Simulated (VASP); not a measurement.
# Cd (P6_3/mmc) in VASP: further runs

The runs below take Cd through single point, with LDA.

Program: VASP 6.6.1. These are calculated values, not measurements. Logs are shortened: lines on timing, memory, paths and dates and some standing lists are left out, and cuts for length are marked.

## 1. The cell of the first run

Symmetry: P6_3/mmc, No. 194, hexagonal system. Conventional cell: a = 2.882 Å, b = 2.882 Å, c = 5.638 Å, α = 90.00°, β = 90.00°, γ = 120.00°. Within 3.8 Å of Cd (site symmetry -6m2) lie 12 Cd at 2.88 to 3.27 Å.

## 2. Single point, LDA

Input file INCAR:

```
ALGO = Normal
EDIFF = 1E-6
ENCUT = 630
GGA_COMPAT = False
ISIF = 2
ISMEAR = -1
LASPH = True
LCHARG = True
LELF = True
LREAL = False
LVHAR = True
LWAVE = False
NBANDS = 27
NELM = 120
PREC = Accurate
SIGMA = 0.1
```

Input file KPOINTS:

```
k-points
0
Gamma
  13 13 6
```

Input file POSCAR:

```
Cd
1.0
    2.8818641727      0.0000000000      0.0000000000
   -1.4409320863      2.4957675838      0.0000000000
    0.0000000000      0.0000000000      5.6383707528
Cd
2
Direct
    0.3333333333      0.6666666667      0.2500000000
    0.6666666667      0.3333333333      0.7500000000
```

Potentials or basis: VASP PAW LDA potentials, release 64 (Cd_sv_GW).

Launch:

```console
$ cat potpaw_LDA.64/Cd_sv_GW/POTCAR > POTCAR
$ mpirun -np 1 vasp_std > vasp.out
```

OUTCAR:

```text
EDIFF = 1E-6
   ENCUT = 630
   ISIF = 2
   ISMEAR = -1
   LASPH = True
   LREAL = False
   NELM = 120
   PREC = Accurate

 ion  position               nearest neighbor table
   1  0.333  0.667  0.250-
   2  0.667  0.333  0.750-

  LATTYP: Found a hexagonal cell.
 ALAT       =     2.8818641727
 C/A-ratio  =     1.9565012141

  Lattice vectors:

 A1 = (   2.8818641727,   0.0000000000,   0.0000000000)
 A2 = (  -1.4409320863,   2.4957675838,   0.0000000000)
 A3 = (   0.0000000000,   0.0000000000,   5.6383707528)

Analysis of symmetry for initial positions (statically):
=====================================================================
 Subroutine PRICEL returns:
 Original cell was already a primitive cell.

 Routine SETGRP: Setting up the symmetry group for a
 hexagonal supercell.

 Subroutine GETGRP returns: Found 24 space group operations
 (whereof 12 operations were pure point group operations)
 out of a pool of 24 trial point group operations.

The static configuration has the point symmetry D_3d.
 The point group associated with its full space group is D_6h.

Analysis of symmetry for dynamics (positions and initial velocities):
=====================================================================
 Subroutine PRICEL returns:
 Original cell was already a primitive cell.

 Routine SETGRP: Setting up the symmetry group for a
 hexagonal supercell.

 Subroutine GETGRP returns: Found 24 space group operations
 (whereof 12 operations were pure point group operations)
 out of a pool of 24 trial point group operations.

The dynamic configuration has the point symmetry D_3d.
 The point group associated with its full space group is D_6h.

 Subroutine INISYM returns: Found 24 space group operations
 (whereof 12 operations are pure point group operations),
 and found     1 'primitive' translations

----------------------------------------------------------------------------------------

                                     Primitive cell

  volume of cell :      40.5538

  direct lattice vectors                    reciprocal lattice vectors
     2.881864173  0.000000000  0.000000000     0.346997617  0.200339167  0.000000000
    -1.440932086  2.495767584  0.000000000     0.000000000  0.400678335  0.000000000
     0.000000000  0.000000000  5.638370753     0.000000000  0.000000000  0.177356198

  length of vectors
     2.881864173  2.881864173  5.638370753     0.400678335  0.400678335  0.177356198

  position of ions in fractional coordinates (direct lattice)
     0.333333333  0.666666667  0.250000000
     0.666666667  0.333333333  0.750000000

  ion indices of the primitive-cell ions
   primitive index   ion index
                 1           1
                 2           2

----------------------------------------------------------------------------------------

 KPOINTS: k-points

Automatic generation of k-mesh.
 Grid dimensions read from file:
 generate k-points for:   13   13    6

 Generating k-lattice:

  Cartesian coordinates                     Fractional coordinates (reciprocal lattice)
     0.026692124  0.015410705  0.000000000     0.076923077 -0.000000000  0.000000000
     0.000000000  0.030821410  0.000000000     0.000000000  0.076923077  0.000000000
     0.000000000  0.000000000  0.029559366     0.000000000  0.000000000  0.166666667

  Length of vectors
     0.030821410  0.030821410  0.029559366

  Shift w.r.t. Gamma in fractional coordinates (k-lattice)
     0.000000000  0.000000000  0.000000000

 Subroutine IBZKPT returns following result:
 ===========================================

 Found     84 irreducible k-points:

 Following reciprocal coordinates:
            Coordinates               Weight
  0.000000  0.000000  0.000000      1.000000
  0.076923  0.000000  0.000000      6.000000
  0.153846 -0.000000  0.000000      6.000000
  0.230769 -0.000000  0.000000      6.000000
  0.307692 -0.000000  0.000000      6.000000
  0.384615  0.000000  0.000000      6.000000
[... 16 lines left out ...]
  0.076923  0.000000  0.166667     12.000000
  0.153846 -0.000000  0.166667     12.000000
 [... further k-points ...]
   k-points           NKPTS =     84   k-points in BZ     NKDIM =     84   number of bands    NBANDS=     27
   number of dos      NEDOS =    301   number of ions     NIONS =      2
   total plane-waves  NPLWV =  27648
   dimension x,y,z NGX =    24 NGY =   24 NGZ =   48
   dimension x,y,z NGXF=    48 NGYF=   48 NGZF=   96
   ions per type =               2
   NGX,Y,Z   is equivalent  to a cutoff of  13.84, 13.84, 14.15 a.u.
   NGXF,Y,Z  is equivalent  to a cutoff of  27.69, 27.69, 28.31 a.u.
 SYSTEM =  unknown system
   PREC   = accura    normal or accurate (medium, high low for compatibility)
   ISTART =      0    job   : 0-new  1-cont  2-samecut
   ICHARG =      2    charge: 1-file 2-atom 10-const
   ISPIN  =      1    spin polarized calculation?
   LNONCOLLINEAR =      F non collinear calculations
   LSORBIT =      F    spin-orbit coupling
   LASPH  =      T    aspherical Exc in radial PAW
   ENCUT  =  630.0 eV  46.30 Ry    6.80 a.u.   5.90  5.90 11.54*2*pi/ulx,y,z
   NELM   =    120;   NELMIN=  2; NELMDL= -5     # of ELM steps
   EDIFF  = 0.1E-05   stopping-criterion for ELM
   LREAL  =      F    real-space projection
   EDIFFG = 0.1E-04   stopping-criterion for IOM
   NSW    =      0    number of steps for IOM
   IBRION =     -1    ionic relax: 0-MD 1-quasi-New 2-CG
   NFREE  =      0    steps in history (QN), initial steepest desc. (CG)
   ISIF   =      2    stress and relaxation
   ISYM   =      2    0-nonsym 1-usesym 2-fastsym
   POTIM  = 0.5000    time-step for ionic-motion
   TEBEG  =    0.0;   TEEND  =   0.0 temperature during run
   PSTRESS=    0.0 pullay stress
   NELECT =      40.0000    total number of electrons
   NUPDOWN=      -1.0000    fix difference up-down
   EMIN   =  10.00;   EMAX   =-10.00  energy-range for DOS
   EFERMI =   0.00;   METHOD = LEGACY
   ISMEAR =    -1;   SIGMA  =   0.10  broadening in eV -4-tet -1-fermi 0-gaus
   EFERMI_NEDOS =   21; number of points for ismear=-14 and -15
   IALGO  =     38    algorithm
   IMIX   =      4    mixing-type and parameters
     AMIX     =   0.40;   BMIX     =  1.00
     AMIX_MAG =   1.60;   BMIX_MAG =  1.00
  volume/ion in A,a.u.               =      20.28       136.84
  Fermi-wavevector in a.u.,A,eV,Ry     =   1.629613  3.079521 36.132143  2.655638
  Thomas-Fermi vector in A             =   2.722050
   LORBIT       =      0    0 simple, 1 ext, 2 COOP (PROOUT), +10 PAW based schemes
   GGA     = CA    functional components
   LHFCALC =     F    Hartree Fock is set to
   AEXX    =    0.0000 exact exchange contribution
   IVDW    =     0    specifies the selected vdW correction
   LEPSILON=     F    determine dielectric tensor
   LRPA    =     F    only Hartree local field effects (RPA)
 non-spin polarized calculation
  energy-cutoff  :      630.00
  volume of cell :       40.55
 maximum number of plane-waves:      1474
 NGX is ok and might be reduce to    24
   NGX = 11   NGY = 11   NGZ = 23

 number of electron      40.0000021 magnetization

 Free energy of the ion-electron system (eV)
  ---------------------------------------------------
  ext. energy  EPLUGINS =         0.00000000
  ---------------------------------------------------
  free energy    TOTEN  =        -3.07212063 eV

  energy without entropy =       -3.05780186  energy(sigma->0) =       -3.06496124

 E-fermi :   6.7508     XC(G=0): -12.0172

 val. band max:        6.6127330356   @ k =   0.1538   0.0769   0.1667
 cond. band min:       6.7549543775   @ k =   0.3077  -0.0000   0.0000
 fundamental gap:      0.1422213419
 Fermi energy:         6.7508489085

 k-point     1 :       0.0000    0.0000    0.0000
  band No.  band energies     occupation
      1     -95.7289      2.00000
      2     -95.7276      2.00000
      3     -57.1046      2.00000
      4     -57.0825      2.00000
      5     -57.0562      2.00000
      6     -57.0562      2.00000
[... 19 lines left out ...]
     26      22.7454      0.00000
     27      22.7460      0.00000

 k-point     2 :       0.0769    0.0000    0.0000
  band No.  band energies     occupation
      1     -95.7285      2.00000
      2     -95.7272      2.00000
      3     -57.1037      2.00000
      4     -57.0823      2.00000
      5     -57.0608      2.00000
      6     -57.0588      2.00000
[... 19 lines left out ...]
     26      21.5853      0.00000
     27      22.8916      0.00000

 k-point     3 :       0.1538   -0.0000    0.0000
  band No.  band energies     occupation
      1     -95.7273      2.00000
      2     -95.7261      2.00000
      3     -57.1015      2.00000
      4     -57.0817      2.00000
      5     -57.0737      2.00000
      6     -57.0717      2.00000
[... 19 lines left out ...]
     26      21.3579      0.00000
     27      21.6562      0.00000

 k-point     4 :       0.2308   -0.0000    0.0000
  band No.  band energies     occupation
      1     -95.7256      2.00000
      2     -95.7246      2.00000
      3     -57.0982      2.00000
      4     -57.0920      2.00000
      5     -57.0899      2.00000
      6     -57.0810      2.00000
[... 19 lines left out ...]
     26      19.5166      0.00000
     27      20.9861      0.00000

 k-point     5 :       0.3077   -0.0000    0.0000
  band No.  band energies     occupation
      1     -95.7238      2.00000
      2     -95.7230      2.00000
      3     -57.1113      2.00000
      4     -57.1092      2.00000
      5     -57.0944      2.00000
      6     -57.0805      2.00000
[... 19 lines left out ...]
     26      20.1321      0.00000
     27      20.8260      0.00000

 k-point     6 :       0.3846    0.0000    0.0000
  band No.  band energies     occupation
      1     -95.7223      2.00000
      2     -95.7217      2.00000
      3     -57.1274      2.00000
      4     -57.1252      2.00000
      5     -57.0909      2.00000
      6     -57.0806      2.00000
[... 444 lines left out ...]
      1     -95.7203      2.00000
      2     -95.7202      2.00000
      3     -57.1191      2.00000
      4     -57.1173      2.00000
      5     -57.1072      2.00000
      6     -57.1050      2.00000
[... 19 lines left out ...]
     26      13.2120      0.00000
     27      15.0262      0.00000

 k-point    22 :       0.0000    0.0000    0.1667
  band No.  band energies     occupation
      1     -95.7288      2.00000
      2     -95.7277      2.00000
      3     -57.1032      2.00000
      4     -57.0840      2.00000
      5     -57.0560      2.00000
      6     -57.0560      2.00000
[... 19 lines left out ...]
     26      22.8371      0.00000
     27      22.8719      0.00000

 k-point    23 :       0.0769    0.0000    0.1667
  band No.  band energies     occupation
      1     -95.7284      2.00000
      2     -95.7273      2.00000
      3     -57.1024      2.00000
      4     -57.0837      2.00000
      5     -57.0606      2.00000
      6     -57.0589      2.00000
[... 19 lines left out ...]
     26      22.5243      0.00000
     27      22.8879      0.00000

 k-point    24 :       0.1538   -0.0000    0.1667
  band No.  band energies     occupation
      1     -95.7272      2.00000
      2     -95.7262      2.00000
      3     -57.1003      2.00000
      4     -57.0831      2.00000
      5     -57.0736      2.00000
      6     -57.0717      2.00000
[... 19 lines left out ...]
     26      21.2771      0.00000
     27      22.5735      0.00000

 [... further k-points ...]

------------------------ aborting loop because EDIFF is reached ----------------------------------------

  FORCE on cell =-STRESS in cart. coord.  units (eV):
  Direction    XX          YY          ZZ          XY          YZ          ZX
  --------------------------------------------------------------------------------------
  -------------------------------------------------------------------------------------
  Total        0.2637185      0.2637185     -0.5158506      0.0000000      0.0000000      0.0000000
  in kB       10.4188515     10.4188515    -20.3799558      0.0000000      0.0000000      0.0000000
  external PRESSURE =       0.1525824 kB  Pullay stress =       0.0000000 kB

 VOLUME and BASIS-vectors are now :
 -----------------------------------------------------------------------------
  energy-cutoff  :      630.00
  volume of cell :       40.55
      direct lattice vectors                 reciprocal lattice vectors
     2.881864173  0.000000000  0.000000000     0.346997617  0.200339167  0.000000000
    -1.440932086  2.495767584  0.000000000     0.000000000  0.400678335  0.000000000
     0.000000000  0.000000000  5.638370753     0.000000000  0.000000000  0.177356198

 POSITION                                       TOTAL-FORCE (eV/Angst)
 -----------------------------------------------------------------------------------
     -0.00000      1.66385      1.40959        -0.000000     -0.000000     -0.000000
      1.44093      0.83192      4.22878         0.000000      0.000000      0.000000
 -----------------------------------------------------------------------------------
    total drift:                               -0.000000      0.000000      0.000000

  FREE ENERGIE OF THE ION-ELECTRON SYSTEM (eV)
  ---------------------------------------------------
  free  energy   TOTEN  =        -3.0721206288 eV

  energy  without entropy=       -3.0578018600  energy(sigma->0) =       -3.06496124
```

It took 36 s on 1 thread of Intel Xeon 6975P-C (Granite Rapids), shared host; peak memory 0.24 GiB.

Results:

| Property | Result |
| --- | --- |
| Free energy | -3.0721 eV |
| Pressure | 0.0 GPa |
| Band gap on the k mesh | zero (bands 20 and 21 overlap by 4.68 eV) |

Stress tensor (GPa, compression positive):
```
 1.04  0.00  0.00
 0.00  1.04  0.00
 0.00  0.00 -2.04
```

Levels at points of the mesh, in eV from the Fermi level:
| k point | band 18 | band 19 | band 20 | band 21 | band 22 | band 23 |
| --- | --- | --- | --- | --- | --- | --- |
| (0.00, 0.00, 0.00) | -8.36 | -8.36 | -3.34 | -3.30 | 9.79 | 14.34 |
| (0.00, 0.00, 0.50) | -8.47 | -7.66 | -7.66 | 3.38 | 3.38 | 14.61 |

## 3. Single point, LDA

Input file INCAR:

```
SYSTEM = Cd
PREC     = Accurate       ! precision mode
ENCUT    = 630            ! plane-wave cutoff, eV
EDIFF    = 1E-6           ! SCF threshold, eV
ISMEAR   = -1             ! smearing method
SIGMA    = 0.3            ! smearing width, eV
LREAL    = .FALSE.        ! projectors in reciprocal space
LASPH    = .TRUE.         ! aspherical terms in the spheres
NELM     = 120            ! most SCF steps
ALGO     = Normal         ! electronic algorithm
ISIF     = 2              ! what is computed and relaxed
LWAVE    = .FALSE.        ! write WAVECAR
LCHARG   = .FALSE.        ! write CHGCAR
NBANDS   = 27             ! bands
GGA_COMPAT= .FALSE.
```

Input file KPOINTS:

```
regular mesh
0
G
  13 13 6
  0 0 0
```

POSCAR is that of step 2.

Potentials or basis: VASP PAW LDA potentials, release 64 (Cd_sv_GW).

Launch:

```console
$ cat potpaw_LDA.64/Cd_sv_GW/POTCAR > POTCAR
$ mpirun -np 1 vasp_std > vasp.out
```

It took 62 s on 1 thread of Intel Xeon Platinum 8259CL at 2.50GHz (Skylake/Cascade Lake), shared host; peak memory 0.24 GiB.

Results (log left out):

```yaml
Free_energy: -3.1361 eV
Pressure: 0.4 GPa
Band_gap_on_the_k_mesh: zero (bands 20 and 21 overlap by 4.68 eV)
```

Stress tensor (GPa, compression positive):
```
 1.20  0.00  0.00
 0.00  1.20  0.00
 0.00  0.00 -1.20
```

Levels at points of the mesh, in eV from the Fermi level:
| k point | band 18 | band 19 | band 20 | band 21 | band 22 | band 23 |
| --- | --- | --- | --- | --- | --- | --- |
| (0.00, 0.00, 0.00) | -8.44 | -8.44 | -3.42 | -3.38 | 9.71 | 14.26 |
| (0.00, 0.00, 0.50) | -8.54 | -7.74 | -7.74 | 3.30 | 3.30 | 14.53 |

Caveat: so wide a smearing shifts energies and pressures.

The gap in the log of VASP goes by the Fermi energy; the results here count the filled bands.